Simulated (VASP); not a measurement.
# In3SbTe2 (Immm) in VASP: single point with PBE

Aim: the single point of In3SbTe2 with PBE.

All numbers are computed with VASP 6.6.1; they aren't measurements. Logs are shortened: lines on timing, memory, paths and dates and some standing lists are left out, and cuts for length are marked.

### Step 1. The cell of the first run

The structure is orthorhombic, space group Immm (No. 71). The conventional cell has a = 4.474 Å, b = 6.252 Å, c = 13.026 Å, α = 90.00°, β = 90.00°, γ = 90.00°. In (site symmetry mmm) has 2 Sb at 3.13 Å and 4 Te at 3.16 Å within 4.1 Å. In (site symmetry mm2) has 2 Sb at 3.07 Å and 4 Te at 3.13 Å within 4.0 Å. Sb (site symmetry mmm) has 6 In at 3.07 to 3.13 Å within 4.0 Å. Te (site symmetry mm2) has 6 In at 3.13 to 3.16 Å within 4.1 Å.

### Step 2. Single point, PBE

The input, INCAR:

```
PREC = Accurate ; ENCUT = 520
EDIFF = 1E-6 ; ISMEAR = 0
SIGMA = 0.1 ; LREAL = False
LASPH = True ; NELM = 100
ALGO = Normal ; ISIF = 2
LWAVE = False ; LCHARG = False
GGA = PE ; NBANDS = 37
```

The input, KPOINTS:

```
regular mesh
0
Gamma
  6 6 6
```

The input, POSCAR:

```
In3SbTe2
1.0
   -2.2368750600      3.1260209100      6.5127921100
    2.2368750600     -3.1260209100      6.5127921100
    2.2368750600      3.1260209100     -6.5127921100
In Sb Te
3 1 2
Direct
    0.0000000000      0.0000000000      0.0000000000
    0.6609619900      0.6609619900      0.0000000000
    0.3390380100      0.3390380100      0.0000000000
    0.5000000000      0.0000000000      0.5000000000
    0.1712700100      0.6712700100      0.5000000000
    0.8287299900      0.3287299900      0.5000000000
```

Potentials or basis: VASP PAW PBE potentials, release 64 (In_d, Sb, Te).

Started as:

```
cat potpaw_PBE.64/In_d/POTCAR potpaw_PBE.64/Sb/POTCAR potpaw_PBE.64/Te/POTCAR > POTCAR
mpirun -np 1 vasp_std > vasp.out
```

OUTCAR:

```text
PREC = Accurate
   ENCUT = 520
   EDIFF = 1E-6
   ISMEAR = 0
   LREAL = False
   LASPH = True
   NELM = 100
   ISIF = 2
   GGA = PE

 ion  position               nearest neighbor table
   1  0.000  0.000  0.000-   4 3.13   4 3.13   6 3.16   5 3.16   6 3.16   5 3.16
   2  0.661  0.661  0.000-   4 3.07   4 3.07   6 3.13   6 3.13   5 3.13   5 3.13
   3  0.339  0.339  0.000-   4 3.07   4 3.07   5 3.13   5 3.13   6 3.13   6 3.13
   4  0.500  0.000  0.500-   2 3.07   3 3.07   2 3.07   3 3.07   1 3.13   1 3.13
   5  0.171  0.671  0.500-   3 3.13   3 3.13   2 3.13   2 3.13   1 3.16   1 3.16
   6  0.829  0.329  0.500-   2 3.13   2 3.13   3 3.13   3 3.13   1 3.16   1 3.16

  LATTYP: Found a body centered orthorhombic cell.
 ALAT       =     4.4737501200
 B/A-ratio  =     1.3974946415
 C/A-ratio  =     2.9115582835

  Lattice vectors:

 A1 = (  -2.2368750600,   3.1260209100,   6.5127921100)
 A2 = (   2.2368750600,  -3.1260209100,   6.5127921100)
 A3 = (   2.2368750600,   3.1260209100,  -6.5127921100)

Analysis of symmetry for initial positions (statically):
=====================================================================
 Subroutine PRICEL returns:
 Original cell was already a primitive cell.

 Routine SETGRP: Setting up the symmetry group for a
 body centered orthorhombic supercell.

 Subroutine GETGRP returns: Found  8 space group operations
 (whereof  8 operations were pure point group operations)
 out of a pool of  8 trial point group operations.

The static configuration has the point symmetry D_2h.

Analysis of symmetry for dynamics (positions and initial velocities):
=====================================================================
 Subroutine PRICEL returns:
 Original cell was already a primitive cell.

 Routine SETGRP: Setting up the symmetry group for a
 body centered orthorhombic supercell.

 Subroutine GETGRP returns: Found  8 space group operations
 (whereof  8 operations were pure point group operations)
 out of a pool of  8 trial point group operations.

The dynamic configuration has the point symmetry D_2h.

 Subroutine INISYM returns: Found  8 space group operations
 (whereof  8 operations are pure point group operations),
 and found     1 'primitive' translations

----------------------------------------------------------------------------------------

                                     Primitive cell

  volume of cell :     182.1633

  direct lattice vectors                    reciprocal lattice vectors
    -2.236875060  3.126020910  6.512792110     0.000000000  0.159947746  0.076771988
     2.236875060 -3.126020910  6.512792110     0.223526119  0.000000000  0.076771988
     2.236875060  3.126020910 -6.512792110     0.223526119  0.159947746  0.000000000

  length of vectors
     7.562544402  7.562544402  7.562544402     0.177418206  0.236342683  0.274858522

  position of ions in fractional coordinates (direct lattice)
     0.000000000  0.000000000  0.000000000
     0.660961990  0.660961990  0.000000000
     0.339038010  0.339038010  0.000000000
     0.500000000  0.000000000  0.500000000
     0.171270010  0.671270010  0.500000000
     0.828729990  0.328729990  0.500000000

  ion indices of the primitive-cell ions
   primitive index   ion index
                 1           1
                 2           2
                 3           3
                 4           4
                 5           5
                 6           6

----------------------------------------------------------------------------------------

 KPOINTS: regular mesh

Automatic generation of k-mesh.
 Grid dimensions read from file:
 generate k-points for:    6    6    6

 Generating k-lattice:

  Cartesian coordinates                     Fractional coordinates (reciprocal lattice)
     0.000000000  0.026657958  0.012795331     0.166666667  0.000000000  0.000000000
     0.037254353  0.000000000  0.012795331     0.000000000  0.166666667 -0.000000000
     0.037254353  0.026657958  0.000000000     0.000000000 -0.000000000  0.166666667

  Length of vectors
     0.029569701  0.039390447  0.045809754

  Shift w.r.t. Gamma in fractional coordinates (k-lattice)
     0.000000000  0.000000000  0.000000000

 Subroutine IBZKPT returns following result:
 ===========================================

 Found     46 irreducible k-points:

 Following reciprocal coordinates:
            Coordinates               Weight
  0.000000  0.000000  0.000000      1.000000
  0.166667 -0.000000  0.000000      4.000000
  0.333333 -0.000000  0.000000      4.000000
  0.500000 -0.000000  0.000000      2.000000
  0.000000  0.166667  0.000000      4.000000
  0.166667  0.166667  0.000000      8.000000
[... 16 lines left out ...]
 -0.166667  0.166667  0.166667      2.000000
  0.166667  0.333333  0.166667      4.000000
 [... further k-points ...]
   k-points           NKPTS =     46   k-points in BZ     NKDIM =     46   number of bands    NBANDS=     37
   number of dos      NEDOS =    301   number of ions     NIONS =      6
   total plane-waves  NPLWV = 175616
   dimension x,y,z NGX =    56 NGY =   56 NGZ =   56
   dimension x,y,z NGXF=   112 NGYF=  112 NGZF=  112
   ions per type =               3   1   2
   NGX,Y,Z   is equivalent  to a cutoff of  12.31, 12.31, 12.31 a.u.
   NGXF,Y,Z  is equivalent  to a cutoff of  24.62, 24.62, 24.62 a.u.
 SYSTEM =  unknown system
   PREC   = accura    normal or accurate (medium, high low for compatibility)
   ISTART =      0    job   : 0-new  1-cont  2-samecut
   ICHARG =      2    charge: 1-file 2-atom 10-const
   ISPIN  =      1    spin polarized calculation?
   LNONCOLLINEAR =      F non collinear calculations
   LSORBIT =      F    spin-orbit coupling
   LASPH  =      T    aspherical Exc in radial PAW
   ENCUT  =  520.0 eV  38.22 Ry    6.18 a.u.  14.06 14.06 14.06*2*pi/ulx,y,z
   NELM   =    100;   NELMIN=  2; NELMDL= -5     # of ELM steps
   EDIFF  = 0.1E-05   stopping-criterion for ELM
   LREAL  =      F    real-space projection
   EDIFFG = 0.1E-04   stopping-criterion for IOM
   NSW    =      0    number of steps for IOM
   IBRION =     -1    ionic relax: 0-MD 1-quasi-New 2-CG
   NFREE  =      0    steps in history (QN), initial steepest desc. (CG)
   ISIF   =      2    stress and relaxation
   ISYM   =      2    0-nonsym 1-usesym 2-fastsym
   POTIM  = 0.5000    time-step for ionic-motion
   TEBEG  =    0.0;   TEEND  =   0.0 temperature during run
   PSTRESS=    0.0 pullay stress
   NELECT =      56.0000    total number of electrons
   NUPDOWN=      -1.0000    fix difference up-down
   EMIN   =  10.00;   EMAX   =-10.00  energy-range for DOS
   EFERMI =   0.00;   METHOD = LEGACY
   ISMEAR =     0;   SIGMA  =   0.10  broadening in eV -4-tet -1-fermi 0-gaus
   EFERMI_NEDOS =   21; number of points for ismear=-14 and -15
   IALGO  =     38    algorithm
   IMIX   =      4    mixing-type and parameters
     AMIX     =   0.40;   BMIX     =  1.00
     AMIX_MAG =   1.60;   BMIX_MAG =  1.00
  volume/ion in A,a.u.               =      30.36       204.88
  Fermi-wavevector in a.u.,A,eV,Ry     =   1.104885  2.087931 16.609608  1.220772
  Thomas-Fermi vector in A             =   2.241365
   LORBIT       =      0    0 simple, 1 ext, 2 COOP (PROOUT), +10 PAW based schemes
   GGA     = PE    functional components
   LHFCALC =     F    Hartree Fock is set to
   AEXX    =    0.0000 exact exchange contribution
   IVDW    =     0    specifies the selected vdW correction
   LEPSILON=     F    determine dielectric tensor
   LRPA    =     F    only Hartree local field effects (RPA)
 non-spin polarized calculation
 Gauss-broadening in eV      SIGMA  =   0.10
  energy-cutoff  :      520.00
  volume of cell :      182.16
 maximum number of plane-waves:      4948
   NGX = 29   NGY = 29   NGZ = 29

 number of electron      56.0000003 magnetization

 Free energy of the ion-electron system (eV)
  ---------------------------------------------------
  ext. energy  EPLUGINS =         0.00000000
  ---------------------------------------------------
  free energy    TOTEN  =       -19.35971923 eV

  energy without entropy =      -19.35073665  energy(sigma->0) =      -19.35522794

 E-fermi :   6.3832     XC(G=0):  -9.4994

 val. band max:        6.3712642498   @ k =   0.1667  -0.0000   0.0000
 cond. band min:       6.4170170357   @ k =  -0.1667  -0.3333   0.1667
 fundamental gap:      0.0457527859
 Fermi energy:         6.3831843279

 k-point     1 :       0.0000    0.0000    0.0000
  band No.  band energies     occupation
      1      -8.3115      2.00000
      2      -8.2792      2.00000
      3      -8.2294      2.00000
      4      -8.2268      2.00000
      5      -8.2149      2.00000
      6      -8.2097      2.00000
[... 29 lines left out ...]
     36      11.9265      0.00000
     37      11.9774      0.00000

 k-point     2 :       0.1667   -0.0000    0.0000
  band No.  band energies     occupation
      1      -8.3067      2.00000
      2      -8.2686      2.00000
      3      -8.2349      2.00000
      4      -8.2239      2.00000
      5      -8.2147      2.00000
      6      -8.2133      2.00000
[... 29 lines left out ...]
     36      11.4417      0.00000
     37      11.5925      0.00000

 k-point     3 :       0.3333   -0.0000    0.0000
  band No.  band energies     occupation
      1      -8.2900      2.00000
      2      -8.2539      2.00000
      3      -8.2417      2.00000
      4      -8.2225      2.00000
      5      -8.2218      2.00000
      6      -8.2148      2.00000
[... 29 lines left out ...]
     36      10.7971      0.00000
     37      10.9316      0.00000

 k-point     4 :       0.5000   -0.0000    0.0000
  band No.  band energies     occupation
      1      -8.2708      2.00000
      2      -8.2603      2.00000
      3      -8.2446      2.00000
      4      -8.2249      2.00000
      5      -8.2210      2.00000
      6      -8.2152      2.00000
[... 29 lines left out ...]
     36      10.7820      0.00000
     37      10.7850      0.00000
[... 683 lines left out ...]
      1      -8.2971      2.00000
      2      -8.2568      2.00000
      3      -8.2525      2.00000
      4      -8.2447      2.00000
      5      -8.2394      2.00000
      6      -8.2098      2.00000
[... 29 lines left out ...]
     36      11.4164      0.00000
     37      11.4368      0.00000

 k-point    23 :      -0.1667    0.1667    0.1667
  band No.  band energies     occupation
      1      -8.3358      2.00000
      2      -8.3133      2.00000
      3      -8.2385      2.00000
      4      -8.2311      2.00000
      5      -8.2201      2.00000
      6      -8.2031      2.00000
[... 29 lines left out ...]
     36      10.7564      0.00000
     37      11.2408      0.00000

 k-point    24 :       0.1667    0.3333    0.1667
  band No.  band energies     occupation
      1      -8.3252      2.00000
      2      -8.2736      2.00000
      3      -8.2621      2.00000
      4      -8.2398      2.00000
      5      -8.2301      2.00000
      6      -8.2028      2.00000
[... 29 lines left out ...]
     36      10.7385      0.00000
     37      11.3255      0.00000

 [... further k-points ...]
[... 5 lines left out ...]
  --------------------------------------------------------------------------------------
  -------------------------------------------------------------------------------------
  Total       -0.6876773     -0.1921014      0.1450379      0.0000000      0.0000000      0.0000000
  in kB       -6.0483155     -1.6895856      1.2756492      0.0000000      0.0000000      0.0000000
  external PRESSURE =      -2.1540840 kB  Pullay stress =       0.0000000 kB

 VOLUME and BASIS-vectors are now :
 -----------------------------------------------------------------------------
  energy-cutoff  :      520.00
  volume of cell :      182.16
      direct lattice vectors                 reciprocal lattice vectors
    -2.236875060  3.126020910  6.512792110     0.000000000  0.159947746  0.076771988
     2.236875060 -3.126020910  6.512792110     0.223526119  0.000000000  0.076771988
     2.236875060  3.126020910 -6.512792110     0.223526119  0.159947746  0.000000000

 POSITION                                       TOTAL-FORCE (eV/Angst)
 -----------------------------------------------------------------------------------
      0.00000      0.00000      0.00000        -0.000000     -0.000000     -0.000000
      0.00000      0.00000      8.60942         0.000000      0.000000     -0.090957
      0.00000      0.00000      4.41617         0.000000     -0.000000      0.090957
      0.00000      3.12602      0.00000        -0.000000     -0.000000      0.000000
      2.23688      0.00000      2.23089        -0.000000      0.000000     -0.006271
      0.00000      3.12602      4.28190         0.000000     -0.000000      0.006271
 -----------------------------------------------------------------------------------
    total drift:                               -0.000000     -0.000000      0.000000

  FREE ENERGIE OF THE ION-ELECTRON SYSTEM (eV)
  ---------------------------------------------------
  free  energy   TOTEN  =       -19.3597192255 eV

  energy  without entropy=      -19.3507366513  energy(sigma->0) =      -19.35522794
```

It took 6.3 min on 1 thread of AMD EPYC 7R43 (Zen 3), shared host; peak memory 0.57 GiB.

Results:

| Item | Value |
| --- | --- |
| Free energy | -19.3597 eV |
| Pressure | -0.2 GPa |
| Largest force | 0.091 eV/Å |
| Band gap on the k mesh | zero (band 28 reaches 6.97 eV, above the bottom of band 29 at 4.95 eV) |

Forces on the atoms (eV/Å):
```
In   0.000  0.000  0.000
In   0.000  0.000 -0.091
In   0.000  0.000  0.091
Sb   0.000  0.000  0.000
Te   0.000  0.000 -0.006
Te   0.000  0.000  0.006
```

Caveat: spin-orbit coupling is left out, which moves the levels of the heavy elements.
